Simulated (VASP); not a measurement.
Al:

```xyz
1
Lattice="-1.5912 1.5912 1.5912 1.5912 -1.5912 1.5912 1.5912 1.5912 -1.5912" Properties=species:S:1:pos:R:3 pbc="T T T"
Al    0.0000    0.0000    0.0000
```

This isn't the form of Al at room conditions, which is fcc.

| Quantity | Value |
| --- | --- |
| Program | VASP 6.6.1 |
| Task | relaxation of cell and atoms |
| Functional | HSE06 |
| Potentials or basis | VASP PAW PBE potentials, release 64 (Al) |
| Cutoff | 600 eV |
| k mesh | 6 × 6 × 6 |
| Occupations | fermi-dirac, width 0.05 eV |
| Spin | no spin polarisation |

At the start: pressure 3.6 GPa; volume 16.12 Å³/atom.

Problem. How do energy, volume and symmetry change on relaxing?

Solution. Over 3 steps the energy falls by 7.7 meV/atom and the volume is 16.83 Å³/atom (+4.4 %); space group Im-3m (No. 229, to 0.1 Å) before and after.

Step by step:
```
step  energy change (eV)  largest force (eV/Å)  pressure (GPa)  volume (Å³)
   1              0.0000                0.0000            3.61        16.12
   2             -0.0074                0.0000           -0.65        16.98
   3             -0.0077                0.0000           -0.01        16.83
```

Final structure:
```xyz
1
Lattice="-1.6143 1.6143 1.6143 1.6143 -1.6143 1.6143 1.6143 1.6143 -1.6143" Properties=species:S:1:pos:R:3 pbc="T T T"
Al    0.0000    0.0000    0.0000
```

Caveat: the k points lie up to 0.46 Å⁻¹ apart in the final cell, too coarse for converged energies and pressures of a metal; the PAW data sets were made with another functional, which shifts forces and pressure a little.
